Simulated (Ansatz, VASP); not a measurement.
One calculation of Ti, two programs

```
Ti
1.0
     0.00000    1.99955    1.99955
     1.99955    0.00000    1.99955
     1.99955    1.99955    0.00000
Ti
1
Direct
  0.00000 0.00000 0.00000
```

Change from the starting cell: strain -0.015 along x and y, -0.015 along z, atoms carried along.

Alike in both runs: task single point; functional r2SCAN; k mesh 20 × 20 × 20; occupations gaussian, width 0.15 eV; no spin polarisation.

|  | VASP | Ansatz |
| --- | --- | --- |
| version | VASP 6.6.1 | Ansatz 0.2.0 |
| potentials or method | VASP PAW PBE potentials, release 64 (Ti_sv), cutoff 520 eV | scalar-relativistic, plane waves, PAW |
| valence electrons in the cell | 12 | 12 |

```csv
,VASP,Ansatz,Ansatz less VASP
gap on the k mesh at the Fermi level (eV),none,none,-
pressure (GPa),11.0,10.5,-0.51
```

VASP's potentials were made for PBE, not for r2SCAN. A gap of «none» marks a metal or a gap that the smearing closes. The functional is the same, so the differences come from potentials, cutoffs and numerics.
